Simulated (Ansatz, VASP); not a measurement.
# One calculation of V, two programs

```
V
1.0
     2.17989   -4.46251    0.00000
     2.17989    4.46251    0.00000
     0.00000    0.00000    2.86507
V
4
Cartesian
  2.1799 -1.2139 1.4325
  2.1799 -3.2486 2.8651
  2.1799 1.2139 1.4325
  2.1799 3.2486 0.0000
```

Alike in both runs: functional PBE; k mesh 12 × 12 × 14; occupations gaussian, width 0.1 eV; no spin polarisation.

Ansatz relaxed the structure, and its values are those at the end. VASP's run is a single point on that final structure, the one shown.

```csv
,VASP,Ansatz
version,VASP 6.6.1,Ansatz 0.2.0
potentials or method,"VASP PAW PBE potentials, release 64 (V_sv), cutoff 520 eV","scalar-relativistic, plane waves, PAW"
valence electrons in the cell,52,52
```

|  | VASP | Ansatz | Ansatz less VASP |
| --- | --- | --- | --- |
| gap on the k mesh at the Fermi level (eV) | none | none | - |
| pressure (GPa) | 0.3 | 0.0 | -0.34 |
| rms of the force components (eV/Å) | 0.005 | 0.000 | -0.0042 |

A gap of «none» marks a metal or a gap that the smearing closes.
